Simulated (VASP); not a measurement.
Write the native input for VASP 6.6.1 that does the following.

| Item | Value |
| --- | --- |
| Task | single point |
| Functional | LDA |
| Potentials or basis | VASP PAW LDA potentials, release 64 (Y_sv, I) |
| Cutoff | 520 eV |
| k mesh | 7 × 7 × 3 |
| Occupations | fermi-dirac, width 0.05 eV |
| Spin | collinear spin |
| Starting moments | [0.6, 0.6, 0.0, 0.0] μB |
| Dipole correction | no |
| Further INCAR settings | ALGO = Normal; EDIFF = 1e-06; NBANDS = 30 |

The structure of YI lies in POSCAR:

```
YI
1.0
    3.7909460686      0.0000000000      0.0000000000
   -1.8954730343      3.2830555997      0.0000000000
    0.0000000000      0.0000000000     10.6172842624
Y I
2 2
Direct
    0.6666666667      0.3333333333      0.6267270000
    0.3333333333      0.6666666667      0.3732730000
    0.3333333333      0.6666666667      0.8199750000
    0.6666666667      0.3333333333      0.1800250000
```

One way to write it, as run:

INCAR

```
  PREC = Accurate
  ENCUT = 520
  EDIFF = 1E-6
  ISMEAR = -1
  SIGMA = 0.05
  LREAL = F
  LASPH = T
  NELM = 150
  ALGO = Normal
  ISIF = 2
  LWAVE = F
  LCHARG = F
  ISPIN = 2
  MAGMOM = 0.6 0.6 0 0
  LORBIT = 11
  LMAXMIX = 4
  GGA = CA
  NBANDS = 30
```

KPOINTS

```
Automatic mesh
0
Gamma
  7 7 3
```

Potentials or basis: VASP PAW LDA potentials, release 64 (Y_sv, I).

Launch:

```sh
$ cat potpaw_LDA.64/Y_sv/POTCAR potpaw_LDA.64/I/POTCAR > POTCAR
$ mpirun -np 1 vasp_std > vasp.out
```

It gave:

* Pressure: 1.7 GPa
* Largest force: 0.451 eV/Å
* Band gap on the k mesh: zero (filled and empty bands overlap)
* Net moment: 0.01 μB per cell
* Valence electrons inside the program's atomic spheres: Y 9.58; I 4.37

Caveat: spin-orbit coupling is left out, which moves the levels of the heavy elements.

Run time: 110 s on 1 thread of Intel(R) Xeon(R) 6975P-C (Granite Rapids), on a shared host, peak memory 0.29 GiB.
